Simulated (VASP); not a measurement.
# O (R-3m) in VASP: a series of runs

The runs below take O through single point, relaxation of the atoms, with r2SCAN.

Everything below comes from runs of VASP 6.6.1. Logs are shortened: lines on timing, memory, paths and dates and some standing lists are left out, and cuts for length are marked.

### 1 The cell of the first run

It takes space group R-3m (No. 166, trigonal). Conventional cell: a = 2.847 Å, b = 2.847 Å, c = 10.225 Å, α = 90.00°, β = 90.00°, γ = 120.00°. O (site symmetry 3m) has 1 O at 1.20 Å within 1.6 Å.

### 2 Single point, r2SCAN

The input, POSCAR:

```
O
1.0
    1.4233500009      0.8217715078      3.4082999996
   -1.4233500009      0.8217715078      3.4082999996
    0.0000000000     -1.6435430107      3.4083000008
O
2
Direct
    0.0601108797      0.0601108797      0.0601108825
    0.9422999990      0.9422999990      0.9423000019
```

The input, INCAR.step1:

```
PREC = Accurate
ENCUT = 520
ISMEAR = -1
SIGMA = 0.05
LREAL = F
LASPH = T
NELM = 80
NBANDS = 13
GGA = PE
ALGO = Normal
EDIFF = 1E-4
LWAVE = T
LCHARG = F
```

The input, INCAR.step2:

```
PREC = Accurate
ENCUT = 520
EDIFF = 1E-6
ISMEAR = -1
SIGMA = 0.05
LREAL = F
LASPH = T
NELM = 80
ALGO = Normal
ISIF = 2
LWAVE = F
LCHARG = F
METAGGA = R2SCAN
LMIXTAU = T
NBANDS = 13
ISTART = 1
```

The input, KPOINTS:

```
Automatic mesh
0
Gamma
  5 5 5
```

Potentials or basis: VASP PAW PBE potentials, release 64 (O).

Started as:

```bash
$ cat potpaw_PBE.64/O/POTCAR > POTCAR
$ cp INCAR.step1 INCAR
$ mpirun -np 1 vasp_std > vasp.out
$ cp INCAR.step2 INCAR
$ mpirun -np 1 vasp_std > vasp.out
```

OUTCAR:

```text
PREC = Accurate
   ENCUT = 520
   EDIFF = 1E-6
   ISMEAR = -1
   LREAL = F
   LASPH = T
   NELM = 80
   ISIF = 2
   METAGGA = R2SCAN
   ISTART = 1

 ion  position               nearest neighbor table
   1  0.060  0.060  0.060-   2 1.20
   2  0.942  0.942  0.942-   1 1.20

  LATTYP: Found a trigonal (rhomboedric) cell.
 ALAT       =     3.7838792956
 COS(alpha) =     0.7170049368

  Lattice vectors:

 A1 = (   1.4233500009,   0.8217715078,   3.4082999996)
 A2 = (  -1.4233500009,   0.8217715078,   3.4082999996)
 A3 = (   0.0000000000,  -1.6435430107,   3.4083000008)

Analysis of symmetry for initial positions (statically):
=====================================================================
 Subroutine PRICEL returns:
 Original cell was already a primitive cell.

 Routine SETGRP: Setting up the symmetry group for a
 trigonal (rhombohedral) supercell.

 Subroutine GETGRP returns: Found 12 space group operations
 (whereof  6 operations were pure point group operations)
 out of a pool of 12 trial point group operations.

The static configuration has the point symmetry C_3v.
 The point group associated with its full space group is D_3d.

Analysis of symmetry for dynamics (positions and initial velocities):
=====================================================================
 Subroutine PRICEL returns:
 Original cell was already a primitive cell.

 Routine SETGRP: Setting up the symmetry group for a
 trigonal (rhombohedral) supercell.

 Subroutine GETGRP returns: Found 12 space group operations
 (whereof  6 operations were pure point group operations)
 out of a pool of 12 trial point group operations.

The dynamic configuration has the point symmetry C_3v.
 The point group associated with its full space group is D_3d.

 Subroutine INISYM returns: Found 12 space group operations
 (whereof  6 operations are pure point group operations),
 and found     1 'primitive' translations

----------------------------------------------------------------------------------------

                                     Primitive cell

  volume of cell :      23.9195

  direct lattice vectors                    reciprocal lattice vectors
     1.423350001  0.821771508  3.408300000     0.351283943  0.202813879  0.097800467
    -1.423350001  0.821771508  3.408300000    -0.351283943  0.202813879  0.097800467
     0.000000000 -1.643543011  3.408300001     0.000000000 -0.405627758  0.097800468

  length of vectors
     3.783879296  3.783879296  3.783879296     0.417251494  0.417251494  0.417251494

  position of ions in fractional coordinates (direct lattice)
     0.060110880  0.060110880  0.060110882
     0.942299999  0.942299999  0.942300002

  ion indices of the primitive-cell ions
   primitive index   ion index
                 1           1
                 2           2

----------------------------------------------------------------------------------------

 KPOINTS: Automatic mesh

Automatic generation of k-mesh.
 Grid dimensions read from file:
 generate k-points for:    5    5    5

 Generating k-lattice:

  Cartesian coordinates                     Fractional coordinates (reciprocal lattice)
     0.070256789  0.040562776  0.019560093     0.200000000  0.000000000  0.000000000
    -0.070256789  0.040562776  0.019560093     0.000000000  0.200000000  0.000000000
     0.000000000 -0.081125552  0.019560094     0.000000000  0.000000000  0.200000000

  Length of vectors
     0.083450299  0.083450299  0.083450299

  Shift w.r.t. Gamma in fractional coordinates (k-lattice)
     0.000000000  0.000000000  0.000000000

 Subroutine IBZKPT returns following result:
 ===========================================

 Found     19 irreducible k-points:

 Following reciprocal coordinates:
            Coordinates               Weight
  0.000000  0.000000  0.000000      1.000000
  0.200000 -0.000000 -0.000000      6.000000
  0.400000 -0.000000 -0.000000      6.000000
  0.200000  0.200000 -0.000000      6.000000
  0.400000  0.200000 -0.000000     12.000000
 -0.400000  0.200000  0.000000     12.000000
[... 11 lines left out ...]
  0.400000  0.400000  0.400000      2.000000
 -0.400000  0.400000  0.400000      6.000000
   k-points           NKPTS =     19   k-points in BZ     NKDIM =     19   number of bands    NBANDS=     13
   number of dos      NEDOS =    301   number of ions     NIONS =      2
   total plane-waves  NPLWV =  21952
   dimension x,y,z NGX =    28 NGY =   28 NGZ =   28
   dimension x,y,z NGXF=    56 NGYF=   56 NGZF=   56
   ions per type =               2
   NGX,Y,Z   is equivalent  to a cutoff of  12.30, 12.30, 12.30 a.u.
   NGXF,Y,Z  is equivalent  to a cutoff of  24.60, 24.60, 24.60 a.u.
 SYSTEM =  unknown system
   PREC   = accura    normal or accurate (medium, high low for compatibility)
   ISTART =      1    job   : 0-new  1-cont  2-samecut
   ICHARG =      0    charge: 1-file 2-atom 10-const
   ISPIN  =      1    spin polarized calculation?
   LNONCOLLINEAR =      F non collinear calculations
   LSORBIT =      F    spin-orbit coupling
   LASPH  =      T    aspherical Exc in radial PAW
   ENCUT  =  520.0 eV  38.22 Ry    6.18 a.u.   7.04  7.04  7.04*2*pi/ulx,y,z
   NELM   =     80;   NELMIN=  2; NELMDL=  0     # of ELM steps
   EDIFF  = 0.1E-05   stopping-criterion for ELM
   LREAL  =      F    real-space projection
   EDIFFG = 0.1E-04   stopping-criterion for IOM
   NSW    =      0    number of steps for IOM
   IBRION =     -1    ionic relax: 0-MD 1-quasi-New 2-CG
   NFREE  =      0    steps in history (QN), initial steepest desc. (CG)
   ISIF   =      2    stress and relaxation
   ISYM   =      2    0-nonsym 1-usesym 2-fastsym
   POTIM  = 0.5000    time-step for ionic-motion
   TEBEG  =    0.0;   TEEND  =   0.0 temperature during run
   PSTRESS=    0.0 pullay stress
   NELECT =      12.0000    total number of electrons
   NUPDOWN=      -1.0000    fix difference up-down
   EMIN   =  10.00;   EMAX   =-10.00  energy-range for DOS
   EFERMI =   0.00;   METHOD = LEGACY
   ISMEAR =    -1;   SIGMA  =   0.05  broadening in eV -4-tet -1-fermi 0-gaus
   EFERMI_NEDOS =   21; number of points for ismear=-14 and -15
   IALGO  =     38    algorithm
   IMIX   =      4    mixing-type and parameters
     AMIX     =   0.40;   BMIX     =  1.00
     AMIX_MAG =   1.60;   BMIX_MAG =  1.00
  volume/ion in A,a.u.               =      11.96        80.71
  Fermi-wavevector in a.u.,A,eV,Ry     =   1.300822  2.458198 23.022943  1.692139
  Thomas-Fermi vector in A             =   2.431996
   LORBIT       =      0    0 simple, 1 ext, 2 COOP (PROOUT), +10 PAW based schemes
   METAGGA = R2SCAN    functional components
   LHFCALC =     F    Hartree Fock is set to
   AEXX    =    0.0000 exact exchange contribution
   IVDW    =     0    specifies the selected vdW correction
   LEPSILON=     F    determine dielectric tensor
   LRPA    =     F    only Hartree local field effects (RPA)
 non-spin polarized calculation
  energy-cutoff  :      520.00
  volume of cell :       23.92
 maximum number of plane-waves:       654
   NGX = 15   NGY = 15   NGZ = 15

 number of electron      11.9999999 magnetization

 Free energy of the ion-electron system (eV)
  ---------------------------------------------------
  ext. energy  EPLUGINS =         0.00000000
  ---------------------------------------------------
  free energy    TOTEN  =       -11.01620863 eV

  energy without entropy =      -10.99283154  energy(sigma->0) =      -11.00452009

 E-fermi :  -0.0669     XC(G=0):  -9.7770

 val. band max:       -0.1490221253   @ k =   0.4000   0.4000   0.2000
 cond. band min:      -0.0522069767   @ k =  -0.2000   0.4000   0.2000
 fundamental gap:      0.0968151486
 Fermi energy:        -0.0669271396

 k-point     1 :       0.0000    0.0000    0.0000
  band No.  band energies     occupation
      1     -28.8743      2.00000
      2     -14.9299      2.00000
      3      -9.3097      2.00000
      4      -6.4971      2.00000
      5      -6.4971      2.00000
      6       0.4719      0.00004
      7       0.4719      0.00004
      8       8.9941      0.00000
      9      11.6789      0.00000
     10      16.2134      0.00000
     11      19.6216      0.00000
     12      22.4922      0.00000
     13      22.4922      0.00000

 k-point     2 :       0.2000   -0.0000   -0.0000
  band No.  band energies     occupation
      1     -28.7464      2.00000
      2     -14.8843      2.00000
      3      -9.0924      2.00000
      4      -7.1443      2.00000
      5      -6.6362      2.00000
      6      -0.0293      0.64010
      7       0.2908      0.00156
      8      10.1476      0.00000
      9      11.6827      0.00000
     10      16.2764      0.00000
     11      18.3493      0.00000
     12      21.1546      0.00000
     13      22.7823      0.00000

 k-point     3 :       0.4000   -0.0000   -0.0000
  band No.  band energies     occupation
      1     -28.5322      2.00000
      2     -14.7969      2.00000
      3      -8.8599      2.00000
      4      -7.9828      2.00000
      5      -6.8527      2.00000
      6      -0.7288      2.00000
      7       0.0076      0.36761
      8      10.8071      0.00000
      9      12.8594      0.00000
     10      14.8713      0.00000
     11      17.8828      0.00000
     12      19.9983      0.00000
     13      22.4200      0.00000
[... 225 lines left out ...]
 k-point    18 :       0.4000    0.4000    0.4000
  band No.  band energies     occupation
      1     -28.7835      2.00000
      2     -16.0402      2.00000
      3      -7.3729      2.00000
      4      -6.5991      2.00000
      5      -6.5991      2.00000
      6       0.7127      0.00000
      7       0.7127      0.00000
      8       8.2667      0.00000
      9       9.6407      0.00000
     10      14.2807      0.00000
     11      21.6300      0.00000
     12      21.6300      0.00000
     13      25.2641      0.00000

 k-point    19 :      -0.4000    0.4000    0.4000
  band No.  band energies     occupation
      1     -28.6680      2.00000
      2     -15.8433      2.00000
      3      -7.5150      2.00000
      4      -7.0999      2.00000
      5      -6.7606      2.00000
      6       0.0048      0.38487
      7       0.5878      0.00000
      8       8.8619      0.00000
      9      10.8972      0.00000
     10      14.6785      0.00000
     11      17.7086      0.00000
     12      22.9554      0.00000
     13      23.9526      0.00000

------------------------ aborting loop because EDIFF is reached ----------------------------------------

  FORCE on cell =-STRESS in cart. coord.  units (eV):
  Direction    XX          YY          ZZ          XY          YZ          ZX
  --------------------------------------------------------------------------------------
  -------------------------------------------------------------------------------------
  Total       -1.2646818     -1.2646818      2.2298434      0.0000000      0.0000000      0.0000000
  in kB      -84.7110350    -84.7110350    149.3595846      0.0000000      0.0000001      0.0000000
  external PRESSURE =      -6.6874951 kB  Pullay stress =       0.0000000 kB

 VOLUME and BASIS-vectors are now :
 -----------------------------------------------------------------------------
  energy-cutoff  :      520.00
  volume of cell :       23.92
      direct lattice vectors                 reciprocal lattice vectors
     1.423350001  0.821771508  3.408300000     0.351283943  0.202813879  0.097800467
    -1.423350001  0.821771508  3.408300000    -0.351283943  0.202813879  0.097800467
     0.000000000 -1.643543011  3.408300001     0.000000000 -0.405627758  0.097800468

 POSITION                                       TOTAL-FORCE (eV/Angst)
 -----------------------------------------------------------------------------------
      0.00000     -0.00000      0.61463         0.000000      0.000000      1.457959
      0.00000     -0.00000      9.63492         0.000000     -0.000000     -1.457959
 -----------------------------------------------------------------------------------
    total drift:                               -0.000000      0.000009     -0.000036

  FREE ENERGIE OF THE ION-ELECTRON SYSTEM (eV)
  ---------------------------------------------------
  free  energy   TOTEN  =       -11.0162086324 eV

  energy  without entropy=      -10.9928315438  energy(sigma->0) =      -11.00452009
```

It took 30 s on 1 thread of Intel Xeon Platinum 8259CL at 2.50GHz (Skylake/Cascade Lake), shared host; peak memory 0.15 GiB.

What came out:

```yaml
Free_energy: -11.0162 eV
Pressure: -0.7 GPa
Largest_force: 1.458 eV/Å
Band_gap_on_the_k_mesh: zero (bands 6 and 7 overlap by 1.10 eV)
```

Forces in eV/Å, atoms in the order of the input:
```
O    0.000  0.000  1.458
O    0.000  0.000 -1.458
```

Caveat: the k points lie up to 0.52 Å⁻¹ apart, too coarse for converged energies and pressures of a metal; the standard files for N, O and F lose accuracy on very short bonds; spin is off for a triplet molecule; the PAW data sets were made with another functional, which shifts forces and pressure a little.

### 3 Relaxation of the atoms, r2SCAN

The input, POSCAR:

```
O
1.0
    1.4233500000      0.8217715100      3.4083000000
   -1.4233500000      0.8217715100      3.4083000000
    0.0000000000     -1.6435430100      3.4083000000
O
2
Selective dynamics
Direct
    0.0723700000      0.0723700000      0.0723700000  T T T
    0.9422999981      0.9422999981      0.9423000038  F F F
```

The input, INCAR.step1:

```
PREC = Accurate ; ENCUT = 520
ISMEAR = -1 ; SIGMA = 0.05
LREAL = F ; LASPH = T
NELM = 100 ; GGA = PE
ALGO = Normal ; EDIFF = 1E-4
LWAVE = T ; LCHARG = F
```

The input, INCAR.step2:

```
PREC = Accurate ; ENCUT = 520
EDIFF = 1E-7 ; ISMEAR = -1
SIGMA = 0.05 ; LREAL = F
LASPH = T ; NELM = 100
ALGO = Normal ; ISIF = 2
LWAVE = F ; LCHARG = F
METAGGA = R2SCAN ; LMIXTAU = T
IBRION = 2 ; NSW = 100
EDIFFG = -0.05 ; ISTART = 1
```

The input, KPOINTS:

```
regular mesh
0
Gamma
  5 5 5
```

Potentials or basis: VASP PAW PBE potentials, release 64 (O).

Started as:

```bash
$ cat potpaw_PBE.64/O/POTCAR > POTCAR
$ cp INCAR.step1 INCAR
$ mpirun -np 1 vasp_std > vasp.out
$ cp INCAR.step2 INCAR
$ mpirun -np 1 vasp_std > vasp.out
```

It took 2.5 min on 1 thread of Intel Xeon Platinum 8259CL at 2.50GHz (Skylake/Cascade Lake), shared host; peak memory 0.15 GiB.

The run converged. Its results:

```
Free energy             : -11.0288 eV
Pressure after relaxing : -4.5 GPa
Band gap on the k mesh  : zero (bands 6 and 7 overlap by 1.11 eV)
```

Stress tensor (GPa, compression positive):
```
-8.31  0.00  0.00
 0.00 -8.31  0.00
 0.00  0.00  3.04
```

Final structure:
```xyz
2
Lattice="1.4233 0.8218 3.4083 -1.4233 0.8218 3.4083 0.0000 -1.6435 3.4083" Properties=species:S:1:pos:R:3 pbc="T T T"
O     0.0000    0.0000    0.6328
O     0.0000    0.0000    9.6349
```

Levels at points of the mesh, in eV from the Fermi level:
```tsv
k point	band 3	band 4	band 5	band 6	band 7	band 8	band 9	band 10
(0.00, 0.00, 0.00)	-9.05	-6.08	-6.08	0.53	0.53	9.21	11.24	16.59
```

Caveat: the k points lie up to 0.52 Å⁻¹ apart, too coarse for converged energies and pressures of a metal; spin is off for a triplet molecule; the PAW data sets were made with another functional, which shifts forces and pressure a little.
